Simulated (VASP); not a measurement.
Set up this calculation in VASP 6.6.1, as the native input.

| Quantity | Value |
| --- | --- |
| Task | single point |
| Functional | PBE |
| Dispersion | D3(BJ) |
| Potentials or basis | VASP PAW PBE potentials, release 64 (Al, Ti_sv) |
| Cutoff | 520 eV |
| k mesh | 3 × 3 × 3 |
| Occupations | fermi-dirac, width 0.15 eV |
| Spin | no spin polarisation |
| Dipole correction | no |
| Further INCAR settings | LREAL = Auto; ALGO = Normal; EDIFF = 1e-06; NBANDS = 72 |

The structure of TiAl30 (a cell with a defect) lies in POSCAR:

```
TiAl30
1.0
    8.1000000000      0.0000000000      0.0000000000
    0.0000000000      8.1000000000      0.0000000000
    0.0000000000      0.0000000000      8.1000000000
Al Ti
30 1
Direct
    0.4989967901     -0.0077013580      0.0059461728
    0.7488745679      0.2509591358      0.0019608642
    0.7447032099     -0.0078808642      0.2515965432
   -0.0017648148      0.0007985185      0.0006722222
    0.2532509877      0.2509748148     -0.0051002469
    0.4990167901      0.5096170370      0.0059527160
    0.7481456790      0.7509617284      0.0022549383
    0.2472530864      0.0130439506      0.2523574074
    0.5057574074      0.2509560494      0.2449179012
    0.7447065432      0.5098087654      0.2516145679
    0.4985569136      0.0132370370      0.5036479012
    0.7559613580      0.2509519753      0.4972418519
    0.7500892593      0.0012053086      0.7525439506
   -0.0017525926      0.5011385185      0.0006934568
    0.2519938272      0.7509643210      0.0048438272
   -0.0044225926      0.2509859259      0.2480350617
    0.2472901235      0.4889116049      0.2523887654
    0.0019255556     -0.0039670370      0.5017792593
    0.2449435802      0.2509561728      0.5058041975
    0.4985638272      0.4886683951      0.5036603704
    0.7462466667      0.7509548148      0.4989334568
    0.2487366667     -0.0042866667      0.7486274074
    0.5023892593      0.2509500000      0.7553134568
    0.7501029630      0.5007108642      0.7525519753
    0.0177807407      0.7509664198      0.2565234568
    0.0019500000      0.5058932099      0.5017939506
   -0.0014630864      0.2509623457      0.7523558025
    0.2487460494      0.5062081481      0.7486503704
    0.4943043210      0.7509559259      0.7329439506
    0.0019944444      0.7509649383      0.7484307407
    0.4690161728      0.7509908642      0.2822109877
```

The input as run:

INCAR

```
PREC = Accurate
ENCUT = 520
EDIFF = 1E-6
ISMEAR = -1
SIGMA = 0.15
LREAL = Auto
LASPH = T
NELM = 60
ALGO = Normal
ISIF = 2
LWAVE = F
LCHARG = F
GGA = PE
IVDW = 12
NBANDS = 72
```

KPOINTS

```
regular mesh
0
Gamma
  3 3 3
```

Potentials or basis: VASP PAW PBE potentials, release 64 (Al, Ti_sv).

The run is started by

```bash
$ cat potpaw_PBE.64/Al/POTCAR potpaw_PBE.64/Ti_sv/POTCAR > POTCAR
$ mpirun -np 1 vasp_std > vasp.out
```

It gave:

- Pressure: -4.5 GPa
- Largest force: 0.871 eV/Å
- Band gap on the k mesh: zero (bands 51 and 52 overlap by 0.23 eV)
- Dispersion energy per atom: -0.331 eV

Run time: 24 min on 1 thread of Intel Xeon 8259CL, with other jobs on the host, peak memory 0.67 GiB.
